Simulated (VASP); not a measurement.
# GaP (F-43m) in VASP: further runs

GaP is run at these levels: PBE+D4; tasks: single point.

All numbers are computed with VASP 6.6.1; they aren't measurements. Logs are shortened: lines on timing, memory, paths and dates and some standing lists are left out, and cuts for length are marked.

**Experimental background.**

From “Stacking defects in GaP nanowires: Electronic structure and optical properties”, 2018, arxiv:1810.01194, for a bulk crystal of GaP at 10 K: band gap 2.34 eV (indirect).

The runs below are set against these values where they give the same quantity.

**1. The cell of the first run**

It takes space group F-43m (No. 216, cubic). The conventional cell has a = 5.339 Å, b = 5.339 Å, c = 5.339 Å, α = 90.00°, β = 90.00°, γ = 90.00°. Ga (site symmetry -43m) has 4 P at 2.31 Å within 3.1 Å. Within 3.1 Å of P (site symmetry -43m) lie 4 Ga at 2.31 Å.

**2. Single point, PBE+D4**

Input file INCAR:

```
SYSTEM = GaP
ALGO = Normal
EDIFF = 1E-6
ENCUT = 520
GGA = PE
ISIF = 2
ISMEAR = -1
IVDW = 13
LASPH = .True.
LCHARG = .False.
LREAL = .False.
LWAVE = .False.
NBANDS = 16
NELM = 100
PREC = Accurate
SIGMA = 0.05
```

Input file KPOINTS:

```
k-points
0
Gamma
  8 8 8
  0 0 0
```

Input file POSCAR:

```
GaP
1.0
    0.0000000000      2.6696170428      2.6696170428
    2.6696170428      0.0000000000      2.6696170428
    2.6696170428      2.6696170428      0.0000000000
Ga P
1 1
Direct
    0.0000000000      0.0000000000      0.0000000000
    0.7500000000      0.7500000000      0.7500000000
```

Potentials or basis: VASP PAW PBE potentials, release 64 (Ga_d, P).

Launch:

```console
cat potpaw_PBE.64/Ga_d/POTCAR potpaw_PBE.64/P/POTCAR > POTCAR
mpirun -np 1 vasp_std > vasp.out
```

OUTCAR:

```text
SYSTEM = GaP
   EDIFF = 1E-6
   ENCUT = 520
   GGA = PE
   ISIF = 2
   ISMEAR = -1
   IVDW = 13
   LASPH = .True.
   LREAL = .False.
   NELM = 100
   PREC = Accurate

 ion  position               nearest neighbor table
   1  0.000  0.000  0.000-   2 2.31   2 2.31   2 2.31   2 2.31
   2  0.750  0.750  0.750-   1 2.31   1 2.31   1 2.31   1 2.31

  LATTYP: Found a face centered cubic cell.
 ALAT       =     5.3392340856

  Lattice vectors:

 A1 = (   0.0000000000,   2.6696170428,   2.6696170428)
 A2 = (   2.6696170428,   0.0000000000,   2.6696170428)
 A3 = (   2.6696170428,   2.6696170428,   0.0000000000)

Analysis of symmetry for initial positions (statically):
=====================================================================
 Subroutine PRICEL returns:
 Original cell was already a primitive cell.

 Routine SETGRP: Setting up the symmetry group for a
 face centered cubic supercell.

 Subroutine GETGRP returns: Found 24 space group operations
 (whereof 24 operations were pure point group operations)
 out of a pool of 48 trial point group operations.

The static configuration has the point symmetry T_d .

Analysis of symmetry for dynamics (positions and initial velocities):
=====================================================================
 Subroutine PRICEL returns:
 Original cell was already a primitive cell.

 Routine SETGRP: Setting up the symmetry group for a
 face centered cubic supercell.

 Subroutine GETGRP returns: Found 24 space group operations
 (whereof 24 operations were pure point group operations)
 out of a pool of 48 trial point group operations.

The dynamic configuration has the point symmetry T_d .

 Subroutine INISYM returns: Found 24 space group operations
 (whereof 24 operations are pure point group operations),
 and found     1 'primitive' translations

----------------------------------------------------------------------------------------

                                     Primitive cell

  volume of cell :      38.0519

  direct lattice vectors                    reciprocal lattice vectors
     0.000000000  2.669617043  2.669617043    -0.187292781  0.187292781  0.187292781
     2.669617043  0.000000000  2.669617043     0.187292781 -0.187292781  0.187292781
     2.669617043  2.669617043  0.000000000     0.187292781  0.187292781 -0.187292781

  length of vectors
     3.775408628  3.775408628  3.775408628     0.324400612  0.324400612  0.324400612

  position of ions in fractional coordinates (direct lattice)
     0.000000000  0.000000000  0.000000000
     0.750000000  0.750000000  0.750000000

  ion indices of the primitive-cell ions
   primitive index   ion index
                 1           1
                 2           2

----------------------------------------------------------------------------------------

 KPOINTS: k-points

Automatic generation of k-mesh.
 Grid dimensions read from file:
 generate k-points for:    8    8    8

 Generating k-lattice:

  Cartesian coordinates                     Fractional coordinates (reciprocal lattice)
    -0.023411598  0.023411598  0.023411598     0.125000000  0.000000000  0.000000000
     0.023411598 -0.023411598  0.023411598     0.000000000  0.125000000  0.000000000
     0.023411598  0.023411598 -0.023411598     0.000000000  0.000000000  0.125000000

  Length of vectors
     0.040550077  0.040550077  0.040550077

  Shift w.r.t. Gamma in fractional coordinates (k-lattice)
     0.000000000  0.000000000  0.000000000

 Subroutine IBZKPT returns following result:
 ===========================================

 Found     29 irreducible k-points:

 Following reciprocal coordinates:
            Coordinates               Weight
  0.000000  0.000000  0.000000      1.000000
  0.125000  0.000000  0.000000      8.000000
  0.250000  0.000000  0.000000      8.000000
  0.375000  0.000000  0.000000      8.000000
  0.500000  0.000000  0.000000      4.000000
  0.125000  0.125000  0.000000      6.000000
[... 16 lines left out ...]
  0.500000  0.250000  0.125000     48.000000
 -0.375000  0.250000  0.125000     24.000000
 [... further k-points ...]
   k-points           NKPTS =     29   k-points in BZ     NKDIM =     29   number of bands    NBANDS=     16
   number of dos      NEDOS =    301   number of ions     NIONS =      2
   total plane-waves  NPLWV =  21952
   dimension x,y,z NGX =    28 NGY =   28 NGZ =   28
   dimension x,y,z NGXF=    56 NGYF=   56 NGZF=   56
   ions per type =               1   1
   NGX,Y,Z   is equivalent  to a cutoff of  12.33, 12.33, 12.33 a.u.
   NGXF,Y,Z  is equivalent  to a cutoff of  24.66, 24.66, 24.66 a.u.
 SYSTEM =  GaP
   PREC   = accura    normal or accurate (medium, high low for compatibility)
   ISTART =      0    job   : 0-new  1-cont  2-samecut
   ICHARG =      2    charge: 1-file 2-atom 10-const
   ISPIN  =      1    spin polarized calculation?
   LNONCOLLINEAR =      F non collinear calculations
   LSORBIT =      F    spin-orbit coupling
   LASPH  =      T    aspherical Exc in radial PAW
   ENCUT  =  520.0 eV  38.22 Ry    6.18 a.u.   7.02  7.02  7.02*2*pi/ulx,y,z
   NELM   =    100;   NELMIN=  2; NELMDL= -5     # of ELM steps
   EDIFF  = 0.1E-05   stopping-criterion for ELM
   LREAL  =      F    real-space projection
   EDIFFG = 0.1E-04   stopping-criterion for IOM
   NSW    =      0    number of steps for IOM
   IBRION =     -1    ionic relax: 0-MD 1-quasi-New 2-CG
   NFREE  =      0    steps in history (QN), initial steepest desc. (CG)
   ISIF   =      2    stress and relaxation
   ISYM   =      2    0-nonsym 1-usesym 2-fastsym
   POTIM  = 0.5000    time-step for ionic-motion
   TEBEG  =    0.0;   TEEND  =   0.0 temperature during run
   PSTRESS=    0.0 pullay stress
   NELECT =      18.0000    total number of electrons
   NUPDOWN=      -1.0000    fix difference up-down
   EMIN   =  10.00;   EMAX   =-10.00  energy-range for DOS
   EFERMI =   0.00;   METHOD = LEGACY
   ISMEAR =    -1;   SIGMA  =   0.05  broadening in eV -4-tet -1-fermi 0-gaus
   EFERMI_NEDOS =   21; number of points for ismear=-14 and -15
   IALGO  =     38    algorithm
   IMIX   =      4    mixing-type and parameters
     AMIX     =   0.40;   BMIX     =  1.00
     AMIX_MAG =   1.60;   BMIX_MAG =  1.00
  volume/ion in A,a.u.               =      19.03       128.39
  Fermi-wavevector in a.u.,A,eV,Ry     =   1.275577  2.410491 22.137997  1.627097
  Thomas-Fermi vector in A             =   2.408281
   LORBIT       =      0    0 simple, 1 ext, 2 COOP (PROOUT), +10 PAW based schemes
   GGA     = PE    functional components
   LHFCALC =     F    Hartree Fock is set to
   AEXX    =    0.0000 exact exchange contribution
   IVDW    =    13    specifies the selected vdW correction
   LEPSILON=     F    determine dielectric tensor
   LRPA    =     F    only Hartree local field effects (RPA)
 non-spin polarized calculation
  energy-cutoff  :      520.00
  volume of cell :       38.05
 maximum number of plane-waves:      1036
   NGX = 13   NGY = 13   NGZ = 13

 number of electron      17.9999984 magnetization

 Free energy of the ion-electron system (eV)
  ---------------------------------------------------
  ext. energy  EPLUGINS =         0.00000000
  ---------------------------------------------------
  free energy    TOTEN  =        -9.03404550 eV

  energy without entropy =       -9.03404550  energy(sigma->0) =       -9.03404550

 E-fermi :   6.0443     XC(G=0): -10.1179

 val. band max:        5.3063347487   @ k =   0.0000   0.0000   0.0000
 cond. band min:       6.8238243350   @ k =   0.5000   0.5000   0.0000
 fundamental gap:      1.5174895863
 Fermi energy:         6.0442557550

 k-point     1 :       0.0000    0.0000    0.0000
  band No.  band energies     occupation
      1      -9.3644      2.00000
      2      -9.3644      2.00000
      3      -9.3644      2.00000
      4      -9.2442      2.00000
      5      -9.2442      2.00000
      6      -7.6692      2.00000
[... 8 lines left out ...]
     15      15.1762      0.00000
     16      15.1762      0.00000

 k-point     2 :       0.1250    0.0000    0.0000
  band No.  band energies     occupation
      1      -9.3833      2.00000
      2      -9.3586      2.00000
      3      -9.3586      2.00000
      4      -9.2443      2.00000
      5      -9.2443      2.00000
      6      -7.4487      2.00000
[... 8 lines left out ...]
     15      14.5174      0.00000
     16      15.3079      0.00000

 k-point     3 :       0.2500    0.0000    0.0000
  band No.  band energies     occupation
      1      -9.4227      2.00000
      2      -9.3464      2.00000
      3      -9.3464      2.00000
      4      -9.2427      2.00000
      5      -9.2427      2.00000
      6      -6.8255      2.00000
[... 8 lines left out ...]
     15      14.3384      0.00000
     16      15.4054      0.00000

 k-point     4 :       0.3750    0.0000    0.0000
  band No.  band energies     occupation
      1      -9.4565      2.00000
      2      -9.3372      2.00000
      3      -9.3372      2.00000
      4      -9.2380      2.00000
      5      -9.2380      2.00000
      6      -5.9467      2.00000
[... 8 lines left out ...]
     15      15.6231      0.00000
     16      15.6231      0.00000
[... 324 lines left out ...]
 k-point    22 :       0.3750    0.2500    0.1250
  band No.  band energies     occupation
      1      -9.4500      2.00000
      2      -9.3319      2.00000
      3      -9.3270      2.00000
      4      -9.2582      2.00000
      5      -9.2331      2.00000
      6      -6.2978      2.00000
[... 8 lines left out ...]
     15      16.6859      0.00000
     16      18.1350      0.00000

 k-point    23 :       0.5000    0.2500    0.1250
  band No.  band energies     occupation
      1      -9.4685      2.00000
      2      -9.3275      2.00000
      3      -9.3159      2.00000
      4      -9.2556      2.00000
      5      -9.2333      2.00000
      6      -5.4674      2.00000
[... 8 lines left out ...]
     15      17.1899      0.00000
     16      18.4187      0.00000

 k-point    24 :      -0.3750    0.2500    0.1250
  band No.  band energies     occupation
      1      -9.4753      2.00000
      2      -9.3269      2.00000
      3      -9.3120      2.00000
      4      -9.2510      2.00000
      5      -9.2353      2.00000
      6      -4.9493      2.00000
[... 8 lines left out ...]
     15      17.5264      0.00000
     16      18.1852      0.00000

 [... further k-points ...]

------------------------ aborting loop because EDIFF is reached ----------------------------------------

  DFT-D4 for vdW energy calculation

  Edisp (eV):   -0.87905

  FORCE on cell =-STRESS in cart. coord.  units (eV):
  Direction    XX          YY          ZZ          XY          YZ          ZX
  --------------------------------------------------------------------------------------
  -------------------------------------------------------------------------------------
  Total       1.17127     1.17127     1.17127     0.00000     0.00000    -0.00000
  in kB      49.31646    49.31646    49.31646     0.00000     0.00000    -0.00000
  external pressure =       49.32 kB  Pullay stress =        0.00 kB

 VOLUME and BASIS-vectors are now :
 -----------------------------------------------------------------------------
  energy-cutoff  :      520.00
  volume of cell :       38.05
      direct lattice vectors                 reciprocal lattice vectors
     0.000000000  2.669617043  2.669617043    -0.187292781  0.187292781  0.187292781
     2.669617043  0.000000000  2.669617043     0.187292781 -0.187292781  0.187292781
     2.669617043  2.669617043  0.000000000     0.187292781  0.187292781 -0.187292781

 POSITION                                       TOTAL-FORCE (eV/Angst)
 -----------------------------------------------------------------------------------
      0.00000      0.00000      0.00000        -0.000000     -0.000000     -0.000000
      4.00443      4.00443      4.00443         0.000000      0.000000      0.000000
 -----------------------------------------------------------------------------------
    total drift:                               -0.000002     -0.000002     -0.000002

  FREE ENERGIE OF THE ION-ELECTRON SYSTEM (eV)
  ---------------------------------------------------
  free  energy   TOTEN  =        -9.9130941208 eV

  energy  without entropy=       -9.9130941129  energy(sigma->0) =       -9.91309412
```

It took 19 s on 1 thread of Intel Xeon 8259CL, shared host; peak memory 0.16 GiB.

Results:

* Free energy: -9.9131 eV
* Pressure: 4.9 GPa
* Band gap on the k mesh: 1.52 eV, indirect (least direct gap 2.35 eV)
* Dispersion energy per atom: -0.440 eV

Levels at points of the mesh, in eV from the valence-band top:
```csv
k point,band 5,band 6,band 7,band 8,band 9,band 10,band 11,band 12,band 13,band 14
"(0.00, 0.00, 0.00)",-14.55,-12.98,0.00,0.00,0.00,2.35,3.87,3.87,3.87,9.08
"(0.50, 0.00, 0.00)",-14.54,-10.70,-7.00,-1.21,-1.21,1.86,4.70,4.70,8.39,11.35
"(0.50, 0.50, 0.00)",-14.52,-9.71,-7.06,-2.91,-2.91,1.52,1.75,11.06,11.06,11.78
```

A k mesh can miss the band edges. As with any semilocal functional, this PBE gap is likely too small.

**3. Single point, PBE+D4**

This run uses another cell than the first one, of 19.43 Å³/atom, 1.021 times its volume.

Input file INCAR:

```
PREC = Accurate
ENCUT = 520
EDIFF = 1E-6
ISMEAR = -1
SIGMA = 0.05
LREAL = False
LASPH = True
NELM = 80
ALGO = Normal
ISIF = 2
LWAVE = False
LCHARG = False
GGA = PE
IVDW = 13
NBANDS = 16
```

Input file KPOINTS:

```
Automatic mesh
0
Gamma
  8 8 8
```

Input file POSCAR:

```
GaP
1.0
    0.0000000000      2.6884177822      2.6884177822
    2.6884177822      0.0000000000      2.6884177822
    2.6884177822      2.6884177822      0.0000000000
Ga P
1 1
Direct
    0.0000000000      0.0000000000      0.0000000000
    0.7500000000      0.7500000000      0.7500000000
```

Potentials or basis: VASP PAW PBE potentials, release 64 (Ga_d, P).

Launch:

```console
cat potpaw_PBE.64/Ga_d/POTCAR potpaw_PBE.64/P/POTCAR > POTCAR
mpirun -np 1 vasp_std > vasp.out
```

It took 22 s on 1 thread of Intel Xeon 8259CL, shared host; peak memory 0.16 GiB.

It converged, with:

| Property | Result |
| --- | --- |
| Free energy | -9.9328 eV |
| Pressure | 2.8 GPa |
| Band gap on the k mesh | 1.57 eV, indirect (least direct gap 2.17 eV) |
| Dispersion energy per atom | -0.430 eV |

Levels at points of the mesh, in eV from the valence-band top:
```tsv
k point	band 5	band 6	band 7	band 8	band 9	band 10	band 11	band 12	band 13	band 14
(0.00, 0.00, 0.00)	-14.51	-12.81	0.00	0.00	0.00	2.17	3.88	3.88	3.88	8.98
(0.50, 0.00, 0.00)	-14.50	-10.60	-6.87	-1.18	-1.18	1.80	4.71	4.71	8.36	11.19
(0.50, 0.50, 0.00)	-14.49	-9.65	-6.95	-2.83	-2.83	1.57	1.78	10.90	10.90	11.58
```

**4. Against experiment**

Step 3. Measured gap of GaP: 2.34 eV (indirect; 10 K; quoted in “Stacking defects in GaP nanowires: Electronic structure and optical properties”, 2018, arxiv:1810.01194). This calculation gives 1.57 eV (-0.77 eV). Spin-orbit coupling on Ga is left out. The value is that of PBE+D4 on a finite k mesh, which can miss the band edges, without temperature or zero-point motion. Semilocal functionals fall short of measured gaps as a rule.
